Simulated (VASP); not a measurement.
Write the native input for VASP 6.6.1 that does the following.

```yaml
Task: single point
Functional: r2SCAN
Potentials_or_basis: VASP PAW PBE potentials, release 64 (K_sv, F)
Cutoff: 520 eV
k_mesh: 8 × 8 × 8
Occupations: gaussian, width 0.05 eV
Spin: no spin polarisation
Dipole_correction: no
Further_INCAR_settings: ALGO = Normal; EDIFF = 1e-07; NBANDS = 15
```

Crystal: KF.

```
K F
1.0
     0.00000    2.59329    2.59329
     2.59329    0.00000    2.59329
     2.59329    2.59329    0.00000
K F
1 1
Direct
  0.00000 0.00000 0.00000
  0.50000 0.50000 0.50000
```

This cell differs from its parent crystal: strain -0.030 along x and y, -0.030 along z.

These files were run (other wordings do the same):

POSCAR

```
KF
1.0
    0.0000000000      2.5932950000      2.5932950000
    2.5932950000      0.0000000000      2.5932950000
    2.5932950000      2.5932950000      0.0000000000
K F
1 1
Direct
    0.0000000000      0.0000000000      0.0000000000
    0.5000000000      0.5000000000      0.5000000000
```

INCAR.step1

```
SYSTEM = KF
PREC = Accurate
ENCUT = 520
ISMEAR = 0
SIGMA = 0.05
LREAL = .FALSE.
LASPH = .TRUE.
NELM = 60
NBANDS = 15
GGA = PE
ALGO = Normal
EDIFF = 1E-4
LWAVE = .TRUE.
LCHARG = .FALSE.
```

INCAR.step2

```
SYSTEM = KF
PREC = Accurate
ENCUT = 520
EDIFF = 1E-7
ISMEAR = 0
SIGMA = 0.05
LREAL = .FALSE.
LASPH = .TRUE.
NELM = 60
ALGO = Normal
ISIF = 2
LWAVE = .FALSE.
LCHARG = .FALSE.
METAGGA = R2SCAN
LMIXTAU = .TRUE.
NBANDS = 15
ISTART = 1
```

KPOINTS

```
regular mesh
0
G
  8 8 8
  0 0 0
```

Potentials or basis: VASP PAW PBE potentials, release 64 (K_sv, F).

Launch:

```bash
$ cat potpaw_PBE.64/K_sv/POTCAR potpaw_PBE.64/F/POTCAR > POTCAR
$ cp INCAR.step1 INCAR
$ mpirun -np 1 vasp_std > vasp.out
$ cp INCAR.step2 INCAR
$ mpirun -np 1 vasp_std > vasp.out
```

It gave:

```json
{"Pressure": "3.2 GPa", "Band gap on the k mesh": "7.34 eV"}
```

Caveat: the cell differs from its parent crystal (strain -0.030 along x and y, -0.030 along z); the cell stands under pressure; the PAW data sets were made with another functional, which shifts forces and pressure a little.

Wall time 2.6 min on 1 thread of AMD EPYC 7571, with other jobs on the host, peak memory 0.14 GiB.
